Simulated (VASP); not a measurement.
# BN (P1) in VASP: further runs

The runs below take BN through single point, with PBE.

Everything below comes from runs of VASP 6.6.1. Logs are shortened: lines on timing, memory, paths and dates and some standing lists are left out, and cuts for length are marked.

## Step 1: The cell of the first run

The typed cell holds 4 atoms: a = 2.563 Å, b = 2.563 Å, c = 4.439 Å, α = 73.22°, β = 73.22°, γ = 60.00°.

## Step 2: Single point, PBE (mode 4 frozen in at -0.068 Å and mode 5 at -0.017 Å (largest displacements))

INCAR reads:

```
SYSTEM = BN
ALGO = Normal
EDIFF = 1E-6
ENCUT = 520
GGA = PE
ISIF = 2
ISMEAR = 0
LASPH = .True.
LCHARG = .True.
LELF = .True.
LREAL = .False.
LVHAR = .True.
LWAVE = .False.
NBANDS = 16
NELM = 100
PREC = Accurate
SIGMA = 0.05
```

KPOINTS reads:

```
k-points
0
Gamma
  6 6 6
  0 0 0
```

POSCAR reads:

```
BN
1.0
    0.0000000000     -1.8123937734     -1.8123937734
   -1.8123937734      0.0000000000     -1.8123937734
    1.8123937734      1.8123937734     -3.6247875468
B N
2 2
Direct
    0.0009133962      0.0262539710      0.0000000000
    0.4990866038      0.4737460290      0.5000000000
    0.3759347380      0.4018674035      0.8750000000
    0.8740652620      0.8481325965      0.3750000000
```

Potentials or basis: VASP PAW PBE potentials, release 64 (B, N).

Launch:

```console
$ cat potpaw_PBE.64/B/POTCAR potpaw_PBE.64/N/POTCAR > POTCAR
$ mpirun -np 1 vasp_std > vasp.out
```

OUTCAR:

```text
SYSTEM = BN
   EDIFF = 1E-6
   ENCUT = 520
   GGA = PE
   ISIF = 2
   ISMEAR = 0
   LASPH = .True.
   LREAL = .False.
   NELM = 100
   PREC = Accurate

 ion  position               nearest neighbor table
   1  0.001  0.026  0.000-   3 1.57   3 1.57   3 1.57   4 1.58
   2  0.499  0.474  0.500-   4 1.57   4 1.57   4 1.57   3 1.58
   3  0.376  0.402  0.875-   1 1.57   1 1.57   1 1.57   2 1.58
   4  0.874  0.848  0.375-   2 1.57   2 1.57   2 1.57   1 1.58

  LATTYP: Found a trigonal (rhomboedric) cell.
 ALAT       =     4.4394399578
 COS(alpha) =     0.8333333333

  Lattice vectors:

 A1 = (   1.8123937734,   3.6247875468,  -1.8123937734)
 A2 = (   3.6247875468,   1.8123937734,  -1.8123937734)
 A3 = (   1.8123937734,   1.8123937734,  -3.6247875468)

Analysis of symmetry for initial positions (statically):
=====================================================================
 Subroutine PRICEL returns:
 Original cell was already a primitive cell.

 Routine SETGRP: Setting up the symmetry group for a
 trigonal (rhombohedral) supercell.

 Subroutine GETGRP returns: Found  1 space group operations
 (whereof  1 operations were pure point group operations)
 out of a pool of 12 trial point group operations.

The static configuration has the point symmetry C_1 .

Analysis of symmetry for dynamics (positions and initial velocities):
=====================================================================
 Subroutine PRICEL returns:
 Original cell was already a primitive cell.

 Routine SETGRP: Setting up the symmetry group for a
 trigonal (rhombohedral) supercell.

 Subroutine GETGRP returns: Found  1 space group operations
 (whereof  1 operations were pure point group operations)
 out of a pool of 12 trial point group operations.

The dynamic configuration has the point symmetry C_1 .

 Subroutine INISYM returns: Found  1 space group operations
 (whereof  1 operations are pure point group operations),
 and found     1 'primitive' translations

----------------------------------------------------------------------------------------

                                     Primitive cell

  volume of cell :      23.8132

  direct lattice vectors                    reciprocal lattice vectors
     0.000000000 -1.812393773 -1.812393773     0.137939119 -0.413817356 -0.137939119
    -1.812393773  0.000000000 -1.812393773    -0.413817356  0.137939119 -0.137939119
     1.812393773  1.812393773 -3.624787547     0.137939119  0.137939119 -0.137939119

  length of vectors
     2.563111855  2.563111855  4.439439958     0.457492301  0.457492301  0.238917562

  position of ions in fractional coordinates (direct lattice)
     0.000913396  0.026253971  0.000000000
     0.499086604  0.473746029  0.500000000
     0.375934738  0.401867403  0.875000000
     0.874065262  0.848132597  0.375000000

  ion indices of the primitive-cell ions
   primitive index   ion index
                 1           1
                 2           2
                 3           3
                 4           4

----------------------------------------------------------------------------------------

 KPOINTS: k-points

Automatic generation of k-mesh.
 Grid dimensions read from file:
 generate k-points for:    6    6    6

 Generating k-lattice:

  Cartesian coordinates                     Fractional coordinates (reciprocal lattice)
     0.022989853 -0.068969559 -0.022989853     0.166666667  0.000000000 -0.000000000
    -0.068969559  0.022989853 -0.022989853     0.000000000  0.166666667 -0.000000000
     0.022989853  0.022989853 -0.022989853     0.000000000  0.000000000  0.166666667

  Length of vectors
     0.076248717  0.076248717  0.039819594

  Shift w.r.t. Gamma in fractional coordinates (k-lattice)
     0.000000000  0.000000000  0.000000000

 Subroutine IBZKPT returns following result:
 ===========================================

 Found    112 irreducible k-points:

 Following reciprocal coordinates:
            Coordinates               Weight
  0.000000  0.000000  0.000000      1.000000
  0.166667  0.000000  0.000000      2.000000
  0.000000  0.166667  0.000000      2.000000
 -0.166667 -0.166667 -0.166667      2.000000
  0.333333  0.000000 -0.000000      2.000000
  0.000000  0.333333 -0.000000      2.000000
[... 16 lines left out ...]
 -0.166667  0.500000 -0.000000      2.000000
 -0.333333  0.500000  0.500000      2.000000
 [... further k-points ...]
   k-points           NKPTS =    112   k-points in BZ     NKDIM =    112   number of bands    NBANDS=     16
   number of dos      NEDOS =    301   number of ions     NIONS =      4
   total plane-waves  NPLWV =  14400
   dimension x,y,z NGX =    20 NGY =   20 NGZ =   36
   dimension x,y,z NGXF=    40 NGYF=   40 NGZF=   72
   ions per type =               2   2
   NGX,Y,Z   is equivalent  to a cutoff of  12.97, 12.97, 13.48 a.u.
   NGXF,Y,Z  is equivalent  to a cutoff of  25.94, 25.94, 26.96 a.u.
 SYSTEM =  BN
   PREC   = accura    normal or accurate (medium, high low for compatibility)
   ISTART =      0    job   : 0-new  1-cont  2-samecut
   ICHARG =      2    charge: 1-file 2-atom 10-const
   ISPIN  =      1    spin polarized calculation?
   LNONCOLLINEAR =      F non collinear calculations
   LSORBIT =      F    spin-orbit coupling
   LASPH  =      T    aspherical Exc in radial PAW
   ENCUT  =  520.0 eV  38.22 Ry    6.18 a.u.   4.77  4.77  8.25*2*pi/ulx,y,z
   NELM   =    100;   NELMIN=  2; NELMDL= -5     # of ELM steps
   EDIFF  = 0.1E-05   stopping-criterion for ELM
   LREAL  =      F    real-space projection
   EDIFFG = 0.1E-04   stopping-criterion for IOM
   NSW    =      0    number of steps for IOM
   IBRION =     -1    ionic relax: 0-MD 1-quasi-New 2-CG
   NFREE  =      0    steps in history (QN), initial steepest desc. (CG)
   ISIF   =      2    stress and relaxation
   ISYM   =      2    0-nonsym 1-usesym 2-fastsym
   POTIM  = 0.5000    time-step for ionic-motion
   TEBEG  =    0.0;   TEEND  =   0.0 temperature during run
   PSTRESS=    0.0 pullay stress
   NELECT =      16.0000    total number of electrons
   NUPDOWN=      -1.0000    fix difference up-down
   EMIN   =  10.00;   EMAX   =-10.00  energy-range for DOS
   EFERMI =   0.00;   METHOD = LEGACY
   ISMEAR =     0;   SIGMA  =   0.05  broadening in eV -4-tet -1-fermi 0-gaus
   EFERMI_NEDOS =   21; number of points for ismear=-14 and -15
   IALGO  =     38    algorithm
   IMIX   =      4    mixing-type and parameters
     AMIX     =   0.40;   BMIX     =  1.00
     AMIX_MAG =   1.60;   BMIX_MAG =  1.00
  volume/ion in A,a.u.               =       5.95        40.17
  Fermi-wavevector in a.u.,A,eV,Ry     =   1.433867  2.709616 27.973240  2.055975
  Thomas-Fermi vector in A             =   2.553338
   LORBIT       =      0    0 simple, 1 ext, 2 COOP (PROOUT), +10 PAW based schemes
   GGA     = PE    functional components
   LHFCALC =     F    Hartree Fock is set to
   AEXX    =    0.0000 exact exchange contribution
   IVDW    =     0    specifies the selected vdW correction
   LEPSILON=     F    determine dielectric tensor
   LRPA    =     F    only Hartree local field effects (RPA)
 non-spin polarized calculation
 Gauss-broadening in eV      SIGMA  =   0.05
  energy-cutoff  :      520.00
  volume of cell :       23.81
 maximum number of plane-waves:       663
   NGX =  9   NGY =  9   NGZ = 17

 number of electron      16.0000002 magnetization

 Free energy of the ion-electron system (eV)
  ---------------------------------------------------
  ext. energy  EPLUGINS =         0.00000000
  ---------------------------------------------------
  free energy    TOTEN  =       -34.79581291 eV

  energy without entropy =      -34.79581291  energy(sigma->0) =      -34.79581291

 E-fermi :   7.6912     XC(G=0): -12.7875

 val. band max:        7.3705900897   @ k =   0.0000   0.0000   0.0000
 cond. band min:      11.7349856727   @ k =   0.5000   0.5000   0.0000
 fundamental gap:      4.3643955829
 Fermi energy:         7.6912093950

 k-point     1 :       0.0000    0.0000    0.0000
  band No.  band energies     occupation
      1     -12.8296      2.00000
      2      -8.6430      2.00000
      3      -3.2945      2.00000
      4       5.4035      2.00000
      5       5.4200      2.00000
      6       7.2485      2.00000
[... 8 lines left out ...]
     15      18.1570      0.00000
     16      22.5483      0.00000

 k-point     2 :       0.1667    0.0000    0.0000
  band No.  band energies     occupation
      1     -12.2180      2.00000
      2      -8.2822      2.00000
      3      -2.6047      2.00000
      4       3.2221      2.00000
      5       4.7580      2.00000
      6       5.0253      2.00000
[... 8 lines left out ...]
     15      19.7655      0.00000
     16      22.8948      0.00000

 k-point     3 :       0.0000    0.1667    0.0000
  band No.  band energies     occupation
      1     -12.2185      2.00000
      2      -8.2799      2.00000
      3      -2.6076      2.00000
      4       3.2192      2.00000
      5       4.7702      2.00000
      6       5.0092      2.00000
[... 8 lines left out ...]
     15      19.6080      0.00000
     16      22.8553      0.00000

 k-point     4 :      -0.1667   -0.1667   -0.1667
  band No.  band energies     occupation
      1     -12.2186      2.00000
      2      -8.2797      2.00000
      3      -2.6078      2.00000
      4       3.2190      2.00000
      5       4.7712      2.00000
      6       5.0079      2.00000
[... 8 lines left out ...]
     15      19.5927      0.00000
     16      22.8524      0.00000

 k-point     5 :       0.3333    0.0000   -0.0000
  band No.  band energies     occupation
      1     -10.4809      2.00000
      2      -7.5232      2.00000
      3      -1.0231      2.00000
      4      -0.0097      2.00000
      5       1.2564      2.00000
      6       3.7988      2.00000
[... 8 lines left out ...]
     15      21.9899      0.00000
     16      23.2311      0.00000

 k-point     6 :       0.0000    0.3333   -0.0000
  band No.  band energies     occupation
      1     -10.4851      2.00000
      2      -7.5088      2.00000
      3      -1.0510      2.00000
      4      -0.0367      2.00000
      5       1.2938      2.00000
      6       3.8383      2.00000
[... 8 lines left out ...]
     15      21.8990      0.00000
     16      23.2505      0.00000

 k-point     7 :      -0.3333   -0.3333   -0.3333
  band No.  band energies     occupation
      1     -10.4854      2.00000
      2      -7.5078      2.00000
      3      -1.0529      2.00000
      4      -0.0385      2.00000
      5       1.2963      2.00000
      6       3.8412      2.00000
[... 8 lines left out ...]
     15      21.8886      0.00000
     16      23.2515      0.00000

 k-point     8 :       0.5000    0.0000    0.0000
  band No.  band energies     occupation
      1      -8.2124      2.00000
      2      -8.1972      2.00000
      3      -1.3871      2.00000
      4      -1.3799      2.00000
      5       2.1734      2.00000
      6       2.1876      2.00000
[... 8 lines left out ...]
     15      22.1842      0.00000
     16      22.1942      0.00000

 k-point     9 :       0.0000    0.5000    0.0000
  band No.  band energies     occupation
      1      -8.4131      2.00000
      2      -7.9750      2.00000
      3      -1.5220      2.00000
      4      -1.3147      2.00000
      5       2.0358      2.00000
      6       2.4547      2.00000
[... 8 lines left out ...]
     15      21.8869      0.00000
     16      22.3519      0.00000
[... 172 lines left out ...]
 k-point    19 :       0.3333    0.1667    0.3333
  band No.  band energies     occupation
      1     -10.9408      2.00000
      2      -7.9310      2.00000
      3      -1.0623      2.00000
      4       1.3477      2.00000
      5       1.9619      2.00000
      6       3.1485      2.00000
[... 8 lines left out ...]
     15      21.2640      0.00000
     16      23.4612      0.00000

 k-point    20 :       0.5000    0.1667    0.0000
  band No.  band energies     occupation
      1      -8.8361      2.00000
      2      -7.5158      2.00000
      3      -1.5833      2.00000
      4      -0.0937      2.00000
      5       1.3019      2.00000
      6       1.8650      2.00000
[... 8 lines left out ...]
     15      22.8715      0.00000
     16      23.5976      0.00000

 k-point    21 :      -0.3333    0.1667    0.1667
  band No.  band energies     occupation
      1      -8.8362      2.00000
      2      -7.5158      2.00000
      3      -1.5829      2.00000
      4      -0.0934      2.00000
      5       1.3005      2.00000
      6       1.8647      2.00000
[... 8 lines left out ...]
     15      22.8604      0.00000
     16      23.5982      0.00000

 k-point    22 :      -0.1667    0.3333   -0.1667
  band No.  band energies     occupation
      1      -8.8558      2.00000
      2      -7.4812      2.00000
      3      -1.6098      2.00000
      4      -0.1206      2.00000
      5       1.2769      2.00000
      6       1.9405      2.00000
[... 8 lines left out ...]
     15      22.6796      0.00000
     16      23.6002      0.00000

 k-point    23 :      -0.1667    0.5000   -0.0000
  band No.  band energies     occupation
      1      -8.8548      2.00000
      2      -7.4820      2.00000
      3      -1.6152      2.00000
      4      -0.1254      2.00000
      5       1.2949      2.00000
      6       1.9501      2.00000
[... 8 lines left out ...]
     15      22.8730      0.00000
     16      23.5914      0.00000

 k-point    24 :      -0.3333    0.5000    0.5000
  band No.  band energies     occupation
      1      -8.8561      2.00000
      2      -7.4796      2.00000
      3      -1.6171      2.00000
      4      -0.1272      2.00000
      5       1.2934      2.00000
      6       1.9555      2.00000
[... 8 lines left out ...]
     15      22.8622      0.00000
     16      23.5913      0.00000

 [... further k-points ...]
[... 5 lines left out ...]
  --------------------------------------------------------------------------------------
  -------------------------------------------------------------------------------------
  Total       -0.0649894      0.1764765     -0.0819712      0.0262495     -0.0293351     -0.0741036
  in kB       -4.3725573     11.8735252     -5.5151132      1.7660967     -1.9736948     -4.9857679
  external PRESSURE =       0.6619515 kB  Pullay stress =       0.0000000 kB

 VOLUME and BASIS-vectors are now :
 -----------------------------------------------------------------------------
  energy-cutoff  :      520.00
  volume of cell :       23.81
      direct lattice vectors                 reciprocal lattice vectors
     0.000000000 -1.812393773 -1.812393773     0.137939119 -0.413817356 -0.137939119
    -1.812393773  0.000000000 -1.812393773    -0.413817356  0.137939119 -0.137939119
     1.812393773  1.812393773 -3.624787547     0.137939119  0.137939119 -0.137939119

 POSITION                                       TOTAL-FORCE (eV/Angst)
 -----------------------------------------------------------------------------------
     -0.04758     -0.00166     -0.04924         0.435301      0.022931      0.455010
      0.04758      0.00166     -3.57555        -0.439185     -0.007589     -0.449711
      0.85750      0.90450     -4.58137         0.588111      0.012875      0.603553
     -0.85750     -0.90450     -4.48060        -0.584227     -0.028217     -0.608852
 -----------------------------------------------------------------------------------
    total drift:                               -0.000066     -0.000075      0.000026

  FREE ENERGIE OF THE ION-ELECTRON SYSTEM (eV)
  ---------------------------------------------------
  free  energy   TOTEN  =       -34.7958129063 eV

  energy  without entropy=      -34.7958129063  energy(sigma->0) =      -34.79581291
```

Run time: 87 s. Hardware: 1 thread of AMD EPYC 7R13, shared host; peak memory 0.13 GiB.

Results:

| Property | Result |
| --- | --- |
| Free energy | -34.7958 eV |
| Pressure | 0.1 GPa |
| Largest force | 0.844 eV/Å |
| Band gap on the k mesh | 4.36 eV |

Forces in eV/Å, atoms in the order of the input:
```
B    0.435  0.023  0.455
B   -0.439 -0.008 -0.450
N    0.588  0.013  0.604
N   -0.584 -0.028 -0.609
```

Caveat: the k points lie up to 0.48 Å⁻¹ apart; the cell differs from its parent crystal (mode 4 frozen in at -0.068 Å and mode 5 at -0.017 Å (largest displacements)). A k mesh can miss the band edges.

## Step 3: Single point, PBE (mode 4 frozen in at -0.085 Å and mode 5 at +0.000 Å (largest displacements))

INCAR reads:

```
ALGO = Normal ; EDIFF = 1E-6
ENCUT = 520 ; GGA = PE
ISIF = 2 ; ISMEAR = 0
LASPH = True ; LCHARG = False
LREAL = False ; LWAVE = False
NBANDS = 16 ; NELM = 80
PREC = Accurate ; SIGMA = 0.05
```

KPOINTS reads:

```
k-points
0
Gamma
  6 6 6
```

POSCAR reads:

```
BN
1.0
    0.0000000000     -1.8123937734     -1.8123937734
   -1.8123937734      0.0000000000     -1.8123937734
    1.8123937734      1.8123937734     -3.6247875468
B N
2 2
Direct
   -0.0079968350      0.0356553883      0.0000000000
    0.5079968350      0.4643446117      0.5000000000
    0.3668163164      0.4114884879      0.8750000000
    0.8831836836      0.8385115121      0.3750000000
```

Potentials or basis: VASP PAW PBE potentials, release 64 (B, N).

Launch:

```console
$ cat potpaw_PBE.64/B/POTCAR potpaw_PBE.64/N/POTCAR > POTCAR
$ mpirun -np 1 vasp_std > vasp.out
```

Wall time 88 s (1 thread of AMD EPYC 7R13, shared host); peak memory 0.13 GiB.

The run converged. Its results:

```
Free energy            : -34.7477 eV
Pressure               : 0.0 GPa
Largest force          : 1.032 eV/Å
Band gap on the k mesh : 4.32 eV, indirect (least direct gap 6.27 eV)
```

Forces in eV/Å, atoms in the order of the input:
```
B    0.585 -0.123  0.459
B   -0.598  0.144 -0.461
N    0.802 -0.192  0.621
N   -0.789  0.170 -0.620
```

Stress tensor (GPa, compression positive):
```
-1.35  0.43 -0.73
 0.43  1.49 -0.21
-0.73 -0.21 -0.17
```

Levels at points of the mesh, in eV from the valence-band top:
| k point | band 4 | band 5 | band 6 | band 7 | band 8 | band 9 | band 10 | band 11 | band 12 | band 13 |
| --- | --- | --- | --- | --- | --- | --- | --- | --- | --- | --- |
| (0.00, 0.00, 0.00) | -1.99 | -1.96 | -0.18 | -0.12 | 0.00 | 8.48 | 8.66 | 8.73 | 9.83 | 10.15 |
| (0.50, 0.00, 0.00) | -8.75 | -5.28 | -5.15 | -3.64 | -3.63 | 7.36 | 7.42 | 12.27 | 12.67 | 13.99 |
| (0.00, 0.50, 0.00) | -8.70 | -5.39 | -4.82 | -3.72 | -3.69 | 7.18 | 7.51 | 11.88 | 13.35 | 13.93 |
| (0.50, 0.50, 0.50) | -8.71 | -5.37 | -4.93 | -3.69 | -3.66 | 7.24 | 7.48 | 11.94 | 13.29 | 13.67 |
| (0.50, 0.50, 0.00) | -8.96 | -4.93 | -4.91 | -2.08 | -1.93 | 4.34 | 8.99 | 9.83 | 10.49 | 10.70 |
| (0.00, 0.50, 0.50) | -8.96 | -4.94 | -4.90 | -2.03 | -1.95 | 4.32 | 8.86 | 9.87 | 10.56 | 10.69 |
| (0.50, 0.00, 0.50) | -8.95 | -4.96 | -4.88 | -2.13 | -1.91 | 4.37 | 9.20 | 9.77 | 10.49 | 10.59 |
| (0.00, 0.00, 0.50) | -5.50 | -1.36 | -1.36 | -1.04 | -1.03 | 8.94 | 9.08 | 9.85 | 10.19 | 10.75 |

Caveat: the k points lie up to 0.48 Å⁻¹ apart; the cell differs from its parent crystal (mode 4 frozen in at -0.085 Å and mode 5 at +0.000 Å (largest displacements)); forces of over 1 eV/Å act on the atoms, so gaps and moduli don't describe the material at rest. A k mesh can miss the band edges.
